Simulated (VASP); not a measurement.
# Si15Au (F-43m) in VASP: notebook, part 2 of 2

VASP 6.6.1.

### Step 4. Single point, PBEsol, collinear spin

INCAR reads:

```
PREC = Accurate ; ENCUT = 520
EDIFF = 1E-6 ; ISMEAR = 0
SIGMA = 0.05 ; LREAL = Auto
LASPH = True ; NELM = 150
ALGO = Normal ; ISIF = 2
LWAVE = False ; LCHARG = False
ISPIN = 2 ; MAGMOM = 3 0 0 0 0 0 0 0 0 0 0 0 0 0 0 0
LORBIT = 11 ; NUPDOWN = 3.0
LMAXMIX = 4 ; GGA = PS
NBANDS = 54
```

KPOINTS reads:

```
Automatic mesh
0
Gamma
  3 3 3
```

POSCAR reads:

```
Si15Au
1.0
    0.0000000000      5.4370000000      5.4370000000
    5.4370000000      0.0000000000      5.4370000000
    5.4370000000      5.4370000000      0.0000000000
Au Si
1 15
Direct
    0.0000000000      1.0000000000      1.0000000000
    0.9995262951      0.9995262951      0.5004737049
    0.9995262951      0.5004737049      0.9995262951
    0.9995262951      0.5004737049      0.5004737049
    0.5004737049      0.9995262951      0.9995262951
    0.5004737049      0.9995262951      0.5004737049
    0.5004737049      0.5004737049      0.9995262951
    0.5000000000      0.5000000000      0.5000000000
    0.1276309320      0.1276309320      0.1276309320
    0.1276309320      0.1276309320      0.6171072039
    0.1276309320      0.6171072039      0.1276309320
    0.1257507541      0.6247497486      0.6247497486
    0.6171072039      0.1276309320      0.1276309320
    0.6247497486      0.1257507541      0.6247497486
    0.6247497486      0.6247497486      0.1257507541
    0.6247497486      0.6247497486      0.6247497486
```

Potentials or basis: VASP PAW PBE potentials, release 64 (Au, Si).

On the command line:

```sh
cat potpaw_PBE.64/Au/POTCAR potpaw_PBE.64/Si/POTCAR > POTCAR
mpirun -np 1 vasp_std > vasp.out
```

OUTCAR:

```text
PREC = Accurate
   ENCUT = 520
   EDIFF = 1E-6
   ISMEAR = 0
   LREAL = Auto
   LASPH = True
   NELM = 150
   ISIF = 2
   ISPIN = 2
   LORBIT = 11
   NUPDOWN = 3.0
   GGA = PS

 ion  position               nearest neighbor table
   1  0.000  0.000  0.000-   9 2.40  10 2.40  11 2.40  13 2.40
   2  1.000  1.000  0.500-  10 2.34   9 2.34  12 2.35  14 2.35
   3  1.000  0.500  1.000-  11 2.34   9 2.34  12 2.35  15 2.35
   4  1.000  0.500  0.500-  10 2.34  11 2.34  12 2.35  16 2.35
   5  0.500  1.000  1.000-  13 2.34   9 2.34  14 2.35  15 2.35
   6  0.500  1.000  0.500-  10 2.34  13 2.34  14 2.35  16 2.35
[... 8 lines left out ...]
  15  0.625  0.625  0.126-   8 2.35   7 2.35   3 2.35   5 2.35
  16  0.625  0.625  0.625-   8 2.35   6 2.35   7 2.35   4 2.35

  LATTYP: Found a face centered cubic cell.
 ALAT       =    10.8740000000

  Lattice vectors:

 A1 = (   0.0000000000,   5.4370000000,   5.4370000000)
 A2 = (   5.4370000000,   0.0000000000,   5.4370000000)
 A3 = (   5.4370000000,   5.4370000000,   0.0000000000)

Analysis of symmetry for initial positions (statically):
=====================================================================
 Subroutine PRICEL returns:
 Original cell was already a primitive cell.

 Routine SETGRP: Setting up the symmetry group for a
 face centered cubic supercell.

 Subroutine GETGRP returns: Found 24 space group operations
 (whereof 24 operations were pure point group operations)
 out of a pool of 48 trial point group operations.

The static configuration has the point symmetry T_d .

Analysis of symmetry for dynamics (positions and initial velocities):
=====================================================================
 Subroutine PRICEL returns:
 Original cell was already a primitive cell.

[... 190 lines left out ...]
      3      -3.9620      1.00000
      4      -3.9620      1.00000
      5      -3.5555      1.00000
      6      -2.1661      1.00000
[... 189 lines left out ...]
     46       9.2738      0.00000
     47       9.4326      0.00000
 Fermi energy:         5.1376809671

 spin component 2

 k-point     1 :       0.0000    0.0000    0.0000
  band No.  band energies     occupation
      1      -5.9987      1.00000
      2      -3.7984      1.00000
      3      -3.7984      1.00000
      4      -3.7984      1.00000
      5      -3.3537      1.00000
      6      -2.0027      1.00000
[... 189 lines left out ...]
     46       9.4116      0.00000
     47       9.5837      0.00000
 [bands above 47 left out]

------------------------ aborting loop because EDIFF is reached ----------------------------------------

  FORCE on cell =-STRESS in cart. coord.  units (eV):
  Direction    XX          YY          ZZ          XY          YZ          ZX
  --------------------------------------------------------------------------------------
  -------------------------------------------------------------------------------------
  Total        1.7204961      1.7204961      1.7204961      0.0000000      0.0000000     -0.0000000
  in kB        8.5754375      8.5754375      8.5754375      0.0000000      0.0000000     -0.0000000
  external PRESSURE =       8.5754375 kB  Pullay stress =       0.0000000 kB

 VOLUME and BASIS-vectors are now :
 -----------------------------------------------------------------------------
  energy-cutoff  :      520.00
  volume of cell :      321.45
      direct lattice vectors                 reciprocal lattice vectors
     0.000000000  5.437000000  5.437000000    -0.091962479  0.091962479  0.091962479
     5.437000000  0.000000000  5.437000000     0.091962479 -0.091962479  0.091962479
     5.437000000  5.437000000  0.000000000     0.091962479  0.091962479 -0.091962479

 POSITION                                       TOTAL-FORCE (eV/Angst)
 -----------------------------------------------------------------------------------
      0.00000      0.00000      0.00000         0.000000      0.000000      0.000000
      8.15550      8.15550     10.86885         0.000000      0.000000      0.102358
      8.15550     10.86885      8.15550         0.000000      0.102358      0.000000
      5.44215      8.15550      8.15550        -0.102358      0.000000      0.000000
     10.86885      8.15550      8.15550         0.102358      0.000000      0.000000
      8.15550      5.44215      8.15550         0.000000     -0.102358      0.000000
[... 8 lines left out ...]
      4.08047      4.08047      6.79353        -0.066470     -0.066470      0.066470
      6.79353      6.79353      6.79353         0.066470      0.066470      0.066470
 -----------------------------------------------------------------------------------
    total drift:                               -0.000000     -0.000000     -0.000000

  FREE ENERGIE OF THE ION-ELECTRON SYSTEM (eV)
  ---------------------------------------------------
  free  energy   TOTEN  =       -87.6847844942 eV

  energy  without entropy=      -87.6643256364  energy(sigma->0) =      -87.67455507

 total charge

# of ion       s       p       d       tot
------------------------------------------
    1        0.745   0.522   8.620   9.887
    2        0.755   0.930   0.000   1.686
    3        0.755   0.930   0.000   1.686
    4        0.755   0.930   0.000   1.686
    5        0.755   0.930   0.000   1.686
    6        0.755   0.930   0.000   1.686
[... 8 lines left out ...]
   15        0.754   0.933   0.000   1.687
   16        0.754   0.933   0.000   1.687
--------------------------------------------------
tot         12.099  14.393   8.620  35.112

 magnetization (x)

# of ion       s       p       d       tot
------------------------------------------
    1        0.017   0.253   0.114   0.384
    2        0.006   0.026   0.000   0.032
    3        0.006   0.026   0.000   0.032
    4        0.006   0.026   0.000   0.032
    5        0.006   0.026   0.000   0.032
    6        0.006   0.026   0.000   0.032
[... 8 lines left out ...]
   15        0.005   0.017   0.000   0.022
   16        0.005   0.017   0.000   0.022
--------------------------------------------------
tot          0.157   1.015   0.114   1.286
```

OSZICAR:

```text
N       E                     dE             d eps       ncg     rms          rms(c)
DAV:   1     0.188814380369E+03    0.18881E+03   -0.27894E+04   864   0.110E+03
DAV:   2    -0.749074515988E+02   -0.26372E+03   -0.24647E+03  1012   0.175E+02
DAV:   3    -0.903751581816E+02   -0.15468E+02   -0.15111E+02  1080   0.372E+01
DAV:   4    -0.907194238666E+02   -0.34427E+00   -0.34144E+00  1050   0.639E+00
DAV:   5    -0.907268202510E+02   -0.73964E-02   -0.73862E-02  1094   0.894E-01    0.189E+01
DAV:   6    -0.885595196451E+02    0.21673E+01   -0.26932E+01  1014   0.268E+01    0.146E+01
DAV:   7    -0.878498176041E+02    0.70970E+00   -0.52397E+00   990   0.120E+01    0.678E+00
DAV:   8    -0.877684043135E+02    0.81413E-01   -0.16330E+00  1038   0.515E+00    0.336E+00
DAV:   9    -0.876812835689E+02    0.87121E-01   -0.28257E-01  1054   0.349E+00    0.102E+00
DAV:  10    -0.876847755980E+02   -0.34920E-02   -0.53598E-02  1012   0.776E-01    0.366E-01
DAV:  11    -0.876844669528E+02    0.30865E-03   -0.47886E-03  1108   0.364E-01    0.277E-01
DAV:  12    -0.876846622674E+02   -0.19531E-03   -0.14982E-03  1098   0.187E-01    0.156E-01
DAV:  13    -0.876847793525E+02   -0.11709E-03   -0.56989E-04  1006   0.137E-01    0.475E-02
DAV:  14    -0.876847823488E+02   -0.29963E-05   -0.13275E-04   996   0.566E-02    0.279E-02
DAV:  15    -0.876847846612E+02   -0.23125E-05   -0.12349E-05  1044   0.127E-02    0.135E-02
DAV:  16    -0.876847844942E+02    0.16710E-06   -0.39242E-06   958   0.816E-03
   1 F= -.87684784E+02 E0= -.87674555E+02  d E =-.204589E-01  mag=     3.0000
```

It took 4.3 min on 1 thread of Intel Xeon Platinum 8488C (Sapphire Rapids), shared host; peak memory 0.67 GiB.

What came out:

| Quantity | Value |
| --- | --- |
| Free energy | -87.6848 eV |
| Pressure | 0.9 GPa |
| Largest force | 0.115 eV/Å |
| Net moment | 3.00 μB per cell |
| Site moments | Au +0.38; Si +0.03, +0.15, +0.02 (each value once) μB |
| Valence electrons inside the program's atomic spheres | Au 9.89; Si 1.69, 1.67 (each value once) |

Forces on the atoms (eV/Å):
```
Au   0.000  0.000  0.000
Si   0.000  0.000  0.102
Si   0.000  0.102  0.000
Si  -0.102  0.000  0.000
Si   0.102  0.000  0.000
Si   0.000 -0.102  0.000
Si   0.000  0.000 -0.102
Si   0.000  0.000  0.000
Si  -0.010 -0.010 -0.010
Si   0.010  0.010 -0.010
Si   0.010 -0.010  0.010
Si   0.066 -0.066 -0.066
Si  -0.010  0.010  0.010
Si  -0.066  0.066 -0.066
Si  -0.066 -0.066  0.066
Si   0.066  0.066  0.066
```

Caveat: the PAW data sets were made with another functional, which shifts forces and pressure a little; spin-orbit coupling is left out, which moves the levels of the heavy elements; the total moment is fixed, so each spin has its own Fermi level and the state may be an excited one.

### Step 5. Single point, PBEsol, collinear spin

INCAR reads:

```
PREC     = Accurate       # precision mode
ENCUT    = 520            # plane-wave cutoff, eV
EDIFF    = 1E-7           # SCF threshold, eV
ISMEAR   = 0              # smearing method
SIGMA    = 0.05           # smearing width, eV
LREAL    = Auto         
LASPH    = True           # aspherical terms in the spheres
NELM     = 150            # most SCF steps
ALGO     = Normal         # electronic algorithm
ISIF     = 2              # what is computed and relaxed
LWAVE    = False          # write WAVECAR
LCHARG   = False          # write CHGCAR
ISPIN    = 2              # spin polarisation
MAGMOM   = 0.75 0 0 0 0 0 0 0 0 0 0 0 0 0 0 0 # initial moments
LORBIT   = 11             # projections on sites
NUPDOWN  = 0.75           # fixed moment
LMAXMIX  = 4              # l up to which the mixer works
GGA      = PS             # functional
NBANDS   = 54             # bands
```

KPOINTS is that of step 4.

POSCAR is that of step 4.

Potentials or basis: VASP PAW PBE potentials, release 64 (Au, Si).

On the command line:

```sh
cat potpaw_PBE.64/Au/POTCAR potpaw_PBE.64/Si/POTCAR > POTCAR
mpirun -np 1 vasp_std > vasp.out
```

OUTCAR:

```text
PREC = Accurate
   ENCUT = 520
   EDIFF = 1E-7
   ISMEAR = 0
   LREAL = Auto
   LASPH = True
   NELM = 150
   ISIF = 2
   ISPIN = 2
   LORBIT = 11
   NUPDOWN = 0.75
   GGA = PS

 ion  position               nearest neighbor table
   1  0.000  0.000  0.000-   9 2.40  10 2.40  11 2.40  13 2.40
   2  1.000  1.000  0.500-  10 2.34   9 2.34  12 2.35  14 2.35
   3  1.000  0.500  1.000-  11 2.34   9 2.34  12 2.35  15 2.35
   4  1.000  0.500  0.500-  10 2.34  11 2.34  12 2.35  16 2.35
   5  0.500  1.000  1.000-  13 2.34   9 2.34  14 2.35  15 2.35
   6  0.500  1.000  0.500-  10 2.34  13 2.34  14 2.35  16 2.35
[... 8 lines left out ...]
  15  0.625  0.625  0.126-   8 2.35   7 2.35   3 2.35   5 2.35
  16  0.625  0.625  0.625-   8 2.35   6 2.35   7 2.35   4 2.35

  LATTYP: Found a face centered cubic cell.
 ALAT       =    10.8740000000

  Lattice vectors:

 A1 = (   0.0000000000,   5.4370000000,   5.4370000000)
 A2 = (   5.4370000000,   0.0000000000,   5.4370000000)
 A3 = (   5.4370000000,   5.4370000000,   0.0000000000)

[... 616 lines left out ...]
  in kB        6.7231919      6.7231919      6.7231919     -0.0000000     -0.0000000     -0.0000000
  external PRESSURE =       6.7231919 kB  Pullay stress =       0.0000000 kB

 VOLUME and BASIS-vectors are now :
 -----------------------------------------------------------------------------
  energy-cutoff  :      520.00
  volume of cell :      321.45
      direct lattice vectors                 reciprocal lattice vectors
     0.000000000  5.437000000  5.437000000    -0.091962479  0.091962479  0.091962479
     5.437000000  0.000000000  5.437000000     0.091962479 -0.091962479  0.091962479
     5.437000000  5.437000000  0.000000000     0.091962479  0.091962479 -0.091962479

 POSITION                                       TOTAL-FORCE (eV/Angst)
 -----------------------------------------------------------------------------------
      0.00000      0.00000      0.00000        -0.000000     -0.000000     -0.000000
      8.15550      8.15550     10.86885        -0.000000     -0.000000      0.009450
      8.15550     10.86885      8.15550        -0.000000      0.009450     -0.000000
      5.44215      8.15550      8.15550        -0.009450     -0.000000     -0.000000
     10.86885      8.15550      8.15550         0.009450     -0.000000     -0.000000
      8.15550      5.44215      8.15550        -0.000000     -0.009450     -0.000000
[... 8 lines left out ...]
      4.08047      4.08047      6.79353        -0.001905     -0.001905      0.001905
      6.79353      6.79353      6.79353         0.001905      0.001905      0.001905
 -----------------------------------------------------------------------------------
    total drift:                               -0.000000     -0.000000     -0.000000

  FREE ENERGIE OF THE ION-ELECTRON SYSTEM (eV)
  ---------------------------------------------------
  free  energy   TOTEN  =       -89.1288488809 eV

  energy  without entropy=      -89.1212515672  energy(sigma->0) =      -89.12505022

 total charge

# of ion       s       p       d       tot
------------------------------------------
    1        0.761   0.502   8.630   9.893
    2        0.757   0.932   0.000   1.689
    3        0.757   0.932   0.000   1.689
    4        0.757   0.932   0.000   1.689
    5        0.757   0.932   0.000   1.689
    6        0.757   0.932   0.000   1.689
[... 8 lines left out ...]
   15        0.751   0.938   0.000   1.689
   16        0.751   0.938   0.000   1.689
--------------------------------------------------
tot         12.159  14.358   8.630  35.147

 magnetization (x)

# of ion       s       p       d       tot
------------------------------------------
    1       -0.001   0.087   0.024   0.109
    2        0.001   0.005   0.000   0.006
    3        0.001   0.005   0.000   0.006
    4        0.001   0.005   0.000   0.006
    5        0.001   0.005   0.000   0.006
    6        0.001   0.005   0.000   0.006
[... 8 lines left out ...]
   15        0.001   0.001   0.000   0.001
   16        0.001   0.001   0.000   0.001
--------------------------------------------------
tot          0.021   0.276   0.024   0.321
```

OSZICAR:

```text
N       E                     dE             d eps       ncg     rms          rms(c)
DAV:   1     0.187063655491E+03    0.18706E+03   -0.27605E+04   864   0.109E+03
DAV:   2    -0.766030366276E+02   -0.26367E+03   -0.24596E+03  1012   0.175E+02
DAV:   3    -0.920344538345E+02   -0.15431E+02   -0.15118E+02  1080   0.371E+01
DAV:   4    -0.923435753892E+02   -0.30912E+00   -0.30731E+00  1066   0.623E+00
DAV:   5    -0.923497913417E+02   -0.62160E-02   -0.62061E-02  1090   0.861E-01    0.166E+01
DAV:   6    -0.896820830860E+02    0.26677E+01   -0.15830E+01  1014   0.231E+01    0.114E+01
DAV:   7    -0.892837619676E+02    0.39832E+00   -0.30903E+00   972   0.854E+00    0.606E+00
DAV:   8    -0.891641194458E+02    0.11964E+00   -0.75129E-01   998   0.352E+00    0.201E+00
DAV:   9    -0.891261492729E+02    0.37970E-01   -0.17413E-01   968   0.264E+00    0.458E-01
DAV:  10    -0.891287535638E+02   -0.26043E-02   -0.27732E-02   994   0.534E-01    0.300E-01
DAV:  11    -0.891286696484E+02    0.83915E-04   -0.10734E-03  1004   0.186E-01    0.169E-01
DAV:  12    -0.891288477822E+02   -0.17813E-03   -0.10840E-03  1046   0.151E-01    0.729E-02
DAV:  13    -0.891288559413E+02   -0.81591E-05   -0.87891E-05  1028   0.400E-02    0.337E-02
DAV:  14    -0.891288477695E+02    0.81718E-05   -0.35638E-05  1044   0.319E-02    0.113E-02
DAV:  15    -0.891288488356E+02   -0.10661E-05   -0.93959E-06   992   0.102E-02    0.358E-03
DAV:  16    -0.891288488809E+02   -0.45285E-07   -0.21050E-07   760   0.182E-03
   1 F= -.89128849E+02 E0= -.89125050E+02  d E =-.759731E-02  mag=     0.7500
```

Wall time 4.1 min (1 thread of Intel Xeon Platinum 8488C (Sapphire Rapids), shared host); peak memory 0.66 GiB.

What came out:

```yaml
Free_energy: -89.1288 eV
Pressure: 0.7 GPa
Largest_force: 0.095 eV/Å
Net_moment: 0.75 μB per cell
Site_moments: Au +0.11; Si +0.01, +0.00, +0.04 (each value once) μB
Valence_electrons_inside_the_program's_atomic_spheres: Au 9.89; Si 1.69, 1.67 (each value once)
```

Forces on the atoms (eV/Å):
```
Au   0.000  0.000  0.000
Si   0.000  0.000  0.009
Si   0.000  0.009  0.000
Si  -0.009  0.000  0.000
Si   0.009  0.000  0.000
Si   0.000 -0.009  0.000
Si   0.000  0.000 -0.009
Si   0.000  0.000  0.000
Si  -0.055 -0.055 -0.055
Si   0.055  0.055 -0.055
Si   0.055 -0.055  0.055
Si   0.002 -0.002 -0.002
Si  -0.055  0.055  0.055
Si  -0.002  0.002 -0.002
Si  -0.002 -0.002  0.002
Si   0.002  0.002  0.002
```

Caveat: the PAW data sets were made with another functional, which shifts forces and pressure a little; spin-orbit coupling is left out, which moves the levels of the heavy elements; the total moment is fixed, so each spin has its own Fermi level and the state may be an excited one.

### Step 6. The runs side by side

```tsv
spin	fixed moment (μB)	gap on the mesh (eV)	pressure (GPa)	moment (μB)	largest force (eV/Å)
collinear, zero start	-	none	0.5	0.00	0.16
collinear	-	none	0.5	0.00	0.16
collinear	3.0	-	0.9	3.00	0.12
collinear	0.75	-	0.7	0.75	0.10
```

Alike in all rows: task single point; level PBEsol; potentials or basis VASP PAW PBE potentials, release 64 (Au, Si); cell as given; k mesh 3 × 3 × 3; cutoff (eV) 520; smearing gaussian 0.05 eV.

Caveats: the PAW data sets were made with another functional, which shifts forces and pressure a little; spin-orbit coupling is left out, which moves the levels of the heavy elements; the total moment is fixed, so each spin has its own Fermi level and the state may be an excited one (at least some runs); no moment was typed at the start, so none could form (at least some runs).

Total energies depend on the potentials used, so only differences within one code and one set of settings carry meaning.
